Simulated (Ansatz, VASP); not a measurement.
## WS2 in VASP and in Ansatz

File POSCAR:

```
WS2
1.0
    3.1537892969      0.0000000000      0.0000000000
   -1.5768946485      2.7312616493      0.0000000000
    0.0000000000      0.0000000000     12.1432921012
W S
2 4
Direct
    0.3333333333      0.6666666667      0.2500000000
    0.6666666667      0.3333333333      0.7500000000
    0.3333333333      0.6666666667      0.6203061903
    0.6666666667      0.3333333333      0.1203061903
    0.3333333333      0.6666666667      0.8796938097
    0.6666666667      0.3333333333      0.3796938097
```

File INCAR.step1:

```
PREC = Accurate
ENCUT = 520
ISMEAR = 0
SIGMA = 0.02
LREAL = F
LASPH = T
NELM = 100
NBANDS = 35
GGA = PE
ALGO = Normal
EDIFF = 1E-4
LWAVE = T
LCHARG = F
```

Contents of INCAR.step2:

```
PREC = Accurate
ENCUT = 520
EDIFF = 1E-7
ISMEAR = 0
SIGMA = 0.02
LREAL = F
LASPH = T
NELM = 100
ALGO = Normal
ISIF = 2
LWAVE = F
LCHARG = T
METAGGA = R2SCAN
LMIXTAU = T
LELF = T
LVHAR = T
NBANDS = 35
ISTART = 1
```

The input KPOINTS:

```
regular mesh
0
Gamma
  12 12 4
```

Input for Ansatz:

```yaml
crystal:
  lattice:
    - [3.1537892969, 0.0, 0.0]
    - [-1.5768946485, 2.7312616493, 0.0]
    - [0.0, 0.0, 12.1432921012]
  atoms:
    - { symbol: W, position: [0.3333333333, 0.6666666667, 0.25] }
    - { symbol: W, position: [0.6666666667, 0.3333333333, 0.75] }
    - { symbol: S, position: [0.3333333333, 0.6666666667, 0.6203061903] }
    - { symbol: S, position: [0.6666666667, 0.3333333333, 0.1203061903] }
    - { symbol: S, position: [0.3333333333, 0.6666666667, 0.8796938097] }
    - { symbol: S, position: [0.6666666667, 0.3333333333, 0.3796938097] }
basis:
  ecutwfc: 500
kpoints:
  mp_grid: { grid: [12, 12, 4] }
  band_path:
    path:
      - [0.0, 0.0, 0.0]
      - [0.5, 0.0, 0.0]
      - [0.3333333333, 0.3333333333, 0.0]
      - [0.0, 0.0, 0.5]
      - [0.5, 0.0, 0.5]
      - [0.3333333333, 0.3333333333, 0.5]
      - [0.174479, 0.174479, 0.0]
    npoints: 1
hamiltonian:
  xc: r2scan
scf:
  occupations: { method: gaussian, width: 0.02 }
  n_extra_bands: 6
output:
  forces: true
  stress: true
  eigenvalues: true
  write_density: true
  write_potential: true
  elf: true
  volumetric_format: npy
```

Alike in both runs: task single point; functional r2SCAN; k mesh 12 × 12 × 4; occupations gaussian, width 0.02 eV; no spin polarisation.

```csv
,VASP,Ansatz
version,VASP 6.6.1,Ansatz 0.2.0
potentials or method,"VASP PAW PBE potentials, release 64 (W_sv, S), cutoff 520 eV","scalar-relativistic, plane waves, PAW"
valence electrons in the cell,52,52
```

Ansatz gave:

- gap on the k mesh at the Fermi level (eV): 1.00
- least direct gap on the mesh (eV): 1.96
- pressure (GPa): 2.2
- traceless stress, the component that is largest in VASP (GPa): -1.04
- rms of the force components (eV/Å): 0.135

Problem. Estimate VASP's values.

Solution. gap on the k mesh at the Fermi level (eV): 1.01; least direct gap on the mesh (eV): 1.96; pressure (GPa): 2.4; traceless stress, the component that is largest in VASP (GPa): -1.10; rms of the force components (eV/Å): 0.125.

VASP's potentials were made for PBE, not for r2SCAN. Atom by atom the forces differ by 0.011 eV/Å (rms over components).

Spin-orbit coupling is off throughout.
